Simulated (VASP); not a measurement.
SeF:

```xyz
2
Lattice="0.0000 2.5254 2.5254 2.5254 0.0000 2.5254 2.5254 2.5254 0.0000" Properties=species:S:1:pos:R:3 pbc="T T T"
F     0.0000    0.0000    0.0000
Se    2.5254    2.5254    2.5254
```

- Program: VASP 6.6.1
- Task: relaxation of cell and atoms
- Functional: PBE
- Potentials or basis: VASP PAW PBE potentials, release 64 (F, Se)
- Cutoff: 600 eV
- k mesh: 6 × 6 × 6
- Occupations: fermi-dirac, width 0.0132 eV
- Spin: no spin polarisation

At the start: pressure 6.3 GPa; volume 16.11 Å³/atom.

Question: Where does the relaxation end?

Answer: Over 3 steps the energy falls by 25.9 meV/atom and the volume is 17.52 Å³/atom (+8.8 %); space group Fm-3m (No. 225, to 0.1 Å) before and after.

Step by step:
```
step  energy change (eV)  largest force (eV/Å)  pressure (GPa)  volume (Å³)
   1              0.0000                0.0000            6.27        32.21
   2             -0.0516                0.0000           -0.34        35.24
   3             -0.0518                0.0000            0.09        35.04
```

Final structure:
```
CELL_PARAMETERS angstrom
0.00000 2.59728 2.59728
2.59728 0.00000 2.59728
2.59728 2.59728 0.00000
ATOMIC_POSITIONS crystal
F 0.00000 0.00000 0.00000
Se 0.50000 0.50000 0.50000
```

Caveat: an odd number of electrons without spin polarisation forces a metal; a magnetic or distorted state may lie lower.
